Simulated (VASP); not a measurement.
Input of a VASP 6.6.1 run:

Contents of POSCAR:

```
Re
1.0
    2.7663873939      0.0000000000      0.0000000000
   -1.3831936969      2.3957617598      0.0000000000
    0.0000000000      0.0000000000      8.9388451600
Re
4
Direct
    0.6666666667      0.3333333333      0.7500000000
    0.0000000000      0.0000000000      0.5000000000
    0.3333333333      0.6666666667      0.2500000000
    0.0000000000      0.0000000000      0.0000000000
```

File INCAR.step1:

```
PREC = Accurate
ENCUT = 600
ISMEAR = -1
SIGMA = 0.05
LREAL = False
LASPH = True
NELM = 100
GGA = PE
ALGO = Normal
EDIFF = 1E-4
LWAVE = True
LCHARG = False
```

Contents of INCAR.step2:

```
PREC = Accurate
ENCUT = 600
EDIFF = 1E-6
ISMEAR = -1
SIGMA = 0.05
LREAL = False
LASPH = True
NELM = 100
ALGO = Normal
ISIF = 3
LWAVE = False
LCHARG = False
METAGGA = R2SCAN
LMIXTAU = True
IBRION = 2
NSW = 60
EDIFFG = -0.01
ISTART = 1
```

The input KPOINTS:

```
Automatic mesh
0
Gamma
  8 8 3
```

Potentials or basis: VASP PAW PBE potentials, release 64 (Re).

Command:

```console
$ cat potpaw_PBE.64/Re/POTCAR > POTCAR
$ cp INCAR.step1 INCAR
$ mpirun -np 1 vasp_std > vasp.out
$ cp INCAR.step2 INCAR
$ mpirun -np 1 vasp_std > vasp.out
```

**Question.** Estimate the band gap on the k mesh.

**Answer.** Zero (bands 14 and 15 overlap by 2.51 eV).

**Question.** Estimate the space group after relaxing (to 0.1 Å).

**Answer.** P6_3/mmc (No. 194).

**Question.** Predict the relaxed volume.

**Answer.** 14.71 Å³/atom.

Step by step:
| step | energy change (eV) | largest force (eV/Å) | pressure (GPa) | volume (Å³) |
| --- | --- | --- | --- | --- |
| 1 | 0.0000 | 0.0000 | -2.63 | 59.24 |
| 2 | 0.0572 | 0.0000 | 12.04 | 57.18 |
| 3 | -0.0034 | 0.0000 | -0.01 | 58.85 |

Caveat: the PAW data sets were made with another functional, which shifts forces and pressure a little; spin-orbit coupling is left out, which moves the levels of the heavy elements.
